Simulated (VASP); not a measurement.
# Nb (Fm-3m) in VASP: single point with r2SCAN

Aim: the single point of Nb with r2SCAN.

Program: VASP 6.6.1. These are calculated values, not measurements. Logs are shortened: lines on timing, memory, paths and dates and some standing lists are left out, and cuts for length are marked.

**1. The cell of the first run**

Symmetry: Fm-3m, No. 225, cubic system. Conventional cell: a = 4.230 Å, b = 4.230 Å, c = 4.230 Å, α = 90.00°, β = 90.00°, γ = 90.00°. Nb (site symmetry m-3m) has 12 Nb at 2.99 Å within 3.9 Å.

**2. Single point, r2SCAN**

File POSCAR:

```
Nb
1.0
    0.0000000000      2.1150000000      2.1150000000
    2.1150000000      0.0000000000      2.1150000000
    2.1150000000      2.1150000000      0.0000000000
Nb
1
Direct
    0.0000000000      0.0000000000      0.0000000000
```

File INCAR.step1:

```
PREC = Accurate
ENCUT = 550
ISMEAR = 1
SIGMA = 0.1
LREAL = False
LASPH = True
NELM = 120
NBANDS = 12
GGA = PE
ALGO = Normal
EDIFF = 1E-5
LWAVE = True
LCHARG = False
GGA_COMPAT = False
```

File INCAR.step2:

```
PREC = Accurate
ENCUT = 550
EDIFF = 1E-6
ISMEAR = 1
SIGMA = 0.1
LREAL = False
LASPH = True
NELM = 120
ALGO = Normal
ISIF = 2
LWAVE = False
LCHARG = False
METAGGA = R2SCAN
LMIXTAU = True
NBANDS = 12
ISTART = 1
GGA_COMPAT = False
```

File KPOINTS:

```
Automatic mesh
0
Gamma
  8 8 8
```

Potentials or basis: VASP PAW PBE potentials, release 64 (Nb_sv).

On the command line:

```console
> cat potpaw_PBE.64/Nb_sv/POTCAR > POTCAR
> cp INCAR.step1 INCAR
> mpirun -np 1 vasp_std > vasp.out
> cp INCAR.step2 INCAR
> mpirun -np 1 vasp_std > vasp.out
```

OUTCAR:

```text
PREC = Accurate
   ENCUT = 550
   EDIFF = 1E-6
   ISMEAR = 1
   LREAL = False
   LASPH = True
   NELM = 120
   ISIF = 2
   METAGGA = R2SCAN
   ISTART = 1

 ion  position               nearest neighbor table
   1  0.000  0.000  0.000-

  LATTYP: Found a face centered cubic cell.
 ALAT       =     4.2300000000

  Lattice vectors:

 A1 = (   0.0000000000,   2.1150000000,   2.1150000000)
 A2 = (   2.1150000000,   0.0000000000,   2.1150000000)
 A3 = (   2.1150000000,   2.1150000000,   0.0000000000)

Analysis of symmetry for initial positions (statically):
=====================================================================
 Subroutine PRICEL returns:
 Original cell was already a primitive cell.

 Routine SETGRP: Setting up the symmetry group for a
 face centered cubic supercell.

 Subroutine GETGRP returns: Found 48 space group operations
 (whereof 48 operations were pure point group operations)
 out of a pool of 48 trial point group operations.

The static configuration has the point symmetry O_h .

Analysis of symmetry for dynamics (positions and initial velocities):
=====================================================================
 Subroutine PRICEL returns:
 Original cell was already a primitive cell.

 Routine SETGRP: Setting up the symmetry group for a
 face centered cubic supercell.

 Subroutine GETGRP returns: Found 48 space group operations
 (whereof 48 operations were pure point group operations)
 out of a pool of 48 trial point group operations.

The dynamic configuration has the point symmetry O_h .

 Subroutine INISYM returns: Found 48 space group operations
 (whereof 48 operations are pure point group operations),
 and found     1 'primitive' translations

----------------------------------------------------------------------------------------

                                     Primitive cell

  volume of cell :      18.9217

  direct lattice vectors                    reciprocal lattice vectors
     0.000000000  2.115000000  2.115000000    -0.236406619  0.236406619  0.236406619
     2.115000000  0.000000000  2.115000000     0.236406619 -0.236406619  0.236406619
     2.115000000  2.115000000  0.000000000     0.236406619  0.236406619 -0.236406619

  length of vectors
     2.991061684  2.991061684  2.991061684     0.409468276  0.409468276  0.409468276

  position of ions in fractional coordinates (direct lattice)
     0.000000000  0.000000000  0.000000000

  ion indices of the primitive-cell ions
   primitive index   ion index
                 1           1

----------------------------------------------------------------------------------------

 KPOINTS: Automatic mesh

Automatic generation of k-mesh.
 Grid dimensions read from file:
 generate k-points for:    8    8    8

 Generating k-lattice:

  Cartesian coordinates                     Fractional coordinates (reciprocal lattice)
    -0.029550827  0.029550827  0.029550827     0.125000000  0.000000000  0.000000000
     0.029550827 -0.029550827  0.029550827     0.000000000  0.125000000  0.000000000
     0.029550827  0.029550827 -0.029550827     0.000000000  0.000000000  0.125000000

  Length of vectors
     0.051183535  0.051183535  0.051183535

  Shift w.r.t. Gamma in fractional coordinates (k-lattice)
     0.000000000  0.000000000  0.000000000

 Subroutine IBZKPT returns following result:
 ===========================================

 Found     29 irreducible k-points:

 Following reciprocal coordinates:
            Coordinates               Weight
  0.000000  0.000000  0.000000      1.000000
  0.125000  0.000000  0.000000      8.000000
  0.250000  0.000000  0.000000      8.000000
  0.375000  0.000000  0.000000      8.000000
  0.500000  0.000000  0.000000      4.000000
  0.125000  0.125000  0.000000      6.000000
[... 16 lines left out ...]
  0.500000  0.250000  0.125000     48.000000
 -0.375000  0.250000  0.125000     24.000000
 [... further k-points ...]
   k-points           NKPTS =     29   k-points in BZ     NKDIM =     29   number of bands    NBANDS=     12
   number of dos      NEDOS =    301   number of ions     NIONS =      1
   total plane-waves  NPLWV =  13824
   dimension x,y,z NGX =    24 NGY =   24 NGZ =   24
   dimension x,y,z NGXF=    48 NGYF=   48 NGZF=   48
   ions per type =               1
   NGX,Y,Z   is equivalent  to a cutoff of  13.34, 13.34, 13.34 a.u.
   NGXF,Y,Z  is equivalent  to a cutoff of  26.68, 26.68, 26.68 a.u.
 SYSTEM =  unknown system
   PREC   = accura    normal or accurate (medium, high low for compatibility)
   ISTART =      1    job   : 0-new  1-cont  2-samecut
   ICHARG =      0    charge: 1-file 2-atom 10-const
   ISPIN  =      1    spin polarized calculation?
   LNONCOLLINEAR =      F non collinear calculations
   LSORBIT =      F    spin-orbit coupling
   LASPH  =      T    aspherical Exc in radial PAW
   ENCUT  =  550.0 eV  40.42 Ry    6.36 a.u.   5.72  5.72  5.72*2*pi/ulx,y,z
   NELM   =    120;   NELMIN=  2; NELMDL=  0     # of ELM steps
   EDIFF  = 0.1E-05   stopping-criterion for ELM
   LREAL  =      F    real-space projection
   EDIFFG = 0.1E-04   stopping-criterion for IOM
   NSW    =      0    number of steps for IOM
   IBRION =     -1    ionic relax: 0-MD 1-quasi-New 2-CG
   NFREE  =      0    steps in history (QN), initial steepest desc. (CG)
   ISIF   =      2    stress and relaxation
   ISYM   =      2    0-nonsym 1-usesym 2-fastsym
   POTIM  = 0.5000    time-step for ionic-motion
   TEBEG  =    0.0;   TEEND  =   0.0 temperature during run
   PSTRESS=    0.0 pullay stress
   NELECT =      13.0000    total number of electrons
   NUPDOWN=      -1.0000    fix difference up-down
   EMIN   =  10.00;   EMAX   =-10.00  energy-range for DOS
   EFERMI =   0.00;   METHOD = LEGACY
   ISMEAR =     1;   SIGMA  =   0.10  broadening in eV -4-tet -1-fermi 0-gaus
   EFERMI_NEDOS =   21; number of points for ismear=-14 and -15
   IALGO  =     38    algorithm
   IMIX   =      4    mixing-type and parameters
     AMIX     =   0.40;   BMIX     =  1.00
     AMIX_MAG =   1.60;   BMIX_MAG =  1.00
  volume/ion in A,a.u.               =      18.92       127.69
  Fermi-wavevector in a.u.,A,eV,Ry     =   1.444560  2.729823 28.392005  2.086754
  Thomas-Fermi vector in A             =   2.562841
   LORBIT       =      0    0 simple, 1 ext, 2 COOP (PROOUT), +10 PAW based schemes
   METAGGA = R2SCAN    functional components
   LHFCALC =     F    Hartree Fock is set to
   AEXX    =    0.0000 exact exchange contribution
   IVDW    =     0    specifies the selected vdW correction
   LEPSILON=     F    determine dielectric tensor
   LRPA    =     F    only Hartree local field effects (RPA)
 non-spin polarized calculation
 Methfessel and Paxton  Order N= 1 SIGMA  =   0.10
  energy-cutoff  :      550.00
  volume of cell :       18.92
 maximum number of plane-waves:       568
   NGX = 11   NGY = 11   NGZ = 11

 number of electron      13.0000001 magnetization

 Free energy of the ion-electron system (eV)
  ---------------------------------------------------
  ext. energy  EPLUGINS =         0.00000000
  ---------------------------------------------------
  free energy    TOTEN  =       -24.49655846 eV

  energy without entropy =      -24.49846436  energy(sigma->0) =      -24.49719376

 E-fermi :  10.9043     XC(G=0): -13.3301

 val. band max:       10.8724843003   @ k =   0.5000   0.0000   0.0000
 cond. band min:      10.9383183430   @ k =  -0.2500   0.1250   0.0000
 fundamental gap:      0.0658340427
 Fermi energy:        10.9042750850

 k-point     1 :       0.0000    0.0000    0.0000
  band No.  band energies     occupation
      1     -45.7607      2.00000
      2     -20.4126      2.00000
      3     -20.4126      2.00000
      4     -20.4126      2.00000
      5       4.2692      2.00000
      6      11.0081     -0.05733
      7      11.0081     -0.05733
      8      11.0081     -0.05733
      9      13.8025      0.00000
     10      13.8025      0.00000
     11      23.0855      0.00000
     12      28.2864      0.00000

 k-point     2 :       0.1250    0.0000    0.0000
  band No.  band energies     occupation
      1     -45.7312      2.00000
      2     -20.6045      2.00000
      3     -20.4362      2.00000
      4     -20.4362      2.00000
      5       4.8522      2.00000
      6      10.5764      2.00004
      7      11.2520     -0.00001
      8      11.2520     -0.00001
      9      13.6073      0.00000
     10      13.6073      0.00000
     11      24.1977      0.00000
     12      26.3485      0.00000

 k-point     3 :       0.2500    0.0000    0.0000
  band No.  band energies     occupation
      1     -45.6591      2.00000
      2     -21.0513      2.00000
      3     -20.4927      2.00000
      4     -20.4927      2.00000
      5       6.1600      2.00000
      6      10.0978      2.00000
      7      11.4172     -0.00000
      8      11.4172     -0.00000
      9      13.8257      0.00000
     10      13.8257      0.00000
     11      23.6585      0.00000
     12      26.5027      0.00000
[... 286 lines left out ...]
 k-point    23 :       0.5000    0.2500    0.1250
  band No.  band energies     occupation
      1     -45.5464      2.00000
      2     -21.3822      2.00000
      3     -20.8580      2.00000
      4     -20.6371      2.00000
      5       8.0533      2.00000
      6       9.3761      2.00000
      7      10.0599      2.00000
      8      12.4575     -0.00000
      9      14.5154      0.00000
     10      17.2371      0.00000
     11      22.9577      0.00000
     12      25.9805      0.00000

 k-point    24 :      -0.3750    0.2500    0.1250
  band No.  band energies     occupation
      1     -45.5218      2.00000
      2     -21.4794      2.00000
      3     -20.9009      2.00000
      4     -20.6746      2.00000
      5       8.1340      2.00000
      6       9.2075      2.00000
      7      10.6542      2.00231
      8      12.1747     -0.00000
      9      15.3478      0.00000
     10      18.4001      0.00000
     11      20.9190      0.00000
     12      25.5060      0.00000

 [... further k-points ...]

------------------------ aborting loop because EDIFF is reached ----------------------------------------

  FORCE on cell =-STRESS in cart. coord.  units (eV):
  Direction    XX          YY          ZZ          XY          YZ          ZX
  --------------------------------------------------------------------------------------
  -------------------------------------------------------------------------------------
  Total       -0.3550903     -0.3550903     -0.3550903     -0.0000000      0.0000000      0.0000000
  in kB      -30.0668704    -30.0668704    -30.0668704     -0.0000000      0.0000000      0.0000000
  external PRESSURE =     -30.0668704 kB  Pullay stress =       0.0000000 kB

 VOLUME and BASIS-vectors are now :
 -----------------------------------------------------------------------------
  energy-cutoff  :      550.00
  volume of cell :       18.92
      direct lattice vectors                 reciprocal lattice vectors
     0.000000000  2.115000000  2.115000000    -0.236406619  0.236406619  0.236406619
     2.115000000  0.000000000  2.115000000     0.236406619 -0.236406619  0.236406619
     2.115000000  2.115000000  0.000000000     0.236406619  0.236406619 -0.236406619

 POSITION                                       TOTAL-FORCE (eV/Angst)
 -----------------------------------------------------------------------------------
      0.00000      0.00000      0.00000        -0.000000     -0.000000     -0.000000
 -----------------------------------------------------------------------------------
    total drift:                                0.000000     -0.000000     -0.000000

  FREE ENERGIE OF THE ION-ELECTRON SYSTEM (eV)
  ---------------------------------------------------
  free  energy   TOTEN  =       -24.4965584554 eV

  energy  without entropy=      -24.4984643554  energy(sigma->0) =      -24.49719376
```

Run time: 34 s. Hardware: 1 thread of Intel Xeon 8259CL, shared host; peak memory 0.14 GiB.

What came out:

- Free energy: -24.4966 eV
- Pressure: -3.0 GPa

Caveat: the PAW data sets were made with another functional, which shifts forces and pressure a little.
